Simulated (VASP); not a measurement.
Pb, 1 atom in the cell. The structure is cubic, space group Fm-3m (No. 225). Conventional cell: a = 4.950 Å, b = 4.950 Å, c = 4.950 Å, α = 90.00°, β = 90.00°, γ = 90.00°. Pb (site symmetry m-3m) has 12 Pb at 3.50 Å within 4.6 Å. 

| Property | Result |
| --- | --- |
| Program | VASP 6.6.1 |
| Task | relaxation of cell and atoms |
| Functional | PBEsol |
| Potentials or basis | VASP PAW PBE potentials, release 64 (Pb_d) |
| Cutoff | 600 eV |
| k mesh | 9 × 9 × 9 |
| Occupations | fermi-dirac, width 0.05 eV |
| Spin | no spin polarisation |
| Target pressure | 10 GPa |
| Dipole correction | no |
| Further INCAR settings | ALGO = Normal; EDIFF = 1e-07; IBRION = 2; EDIFFG = -0.005; NSW = 80; ISIF = 3 |

Potentials or basis: VASP PAW PBE potentials, release 64 (Pb_d).

Command:

```sh
$ cat potpaw_PBE.64/Pb_d/POTCAR > POTCAR
$ mpirun -np 1 vasp_std > vasp.out
```

Hardware: 1 thread of Intel Xeon 8259CL, on a shared host.

Question: How long does it take, and how much memory?

Answer: Run time: 99 s on 1 thread of Intel Xeon 8259CL, on a shared host, peak memory 0.17 GiB. Counts: scf iterations 56, k points 35, ion steps 7.
